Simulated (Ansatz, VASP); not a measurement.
**Two plane-wave programs on ZnSn2N3**

```
CELL_PARAMETERS angstrom
5.85516 0.00000 0.00000
-2.92758 5.07071 0.00000
0.00000 0.00000 2.94672
ATOMIC_POSITIONS crystal
Zn 0.00000 0.00000 0.00000
Sn 0.33333 0.66667 0.00000
Sn 0.66667 0.33333 0.00000
N 0.50000 0.00000 0.50000
N 0.50000 0.50000 0.50000
N 0.00000 0.50000 0.50000
```

Change from the starting cell: species swapped into the LuB2Os3 type (P6/mmm, No. 191).

Alike in both runs: functional PBE; k mesh 3 × 3 × 6; occupations gaussian, width 0.1 eV; no spin polarisation.

Ansatz relaxed the structure, and its values are those at the end. VASP's run is a single point on that final structure, the one shown.

|  | VASP | Ansatz |
| --- | --- | --- |
| version | VASP 6.6.1 | Ansatz 0.2.0 |
| potentials or method | VASP PAW PBE potentials, release 64 (Zn, Sn_d, N), cutoff 520 eV | scalar-relativistic, plane waves, PAW |
| valence electrons in the cell | 55 | 55 |

```csv
,VASP,Ansatz,Ansatz less VASP
gap on the k mesh at the Fermi level (eV),none,none,-
pressure (GPa),0.1,-0.1,-0.16
```

A gap of «none» marks a metal or a gap that the smearing closes.

The k mesh is coarse, so the values compare programs but aren't converged.
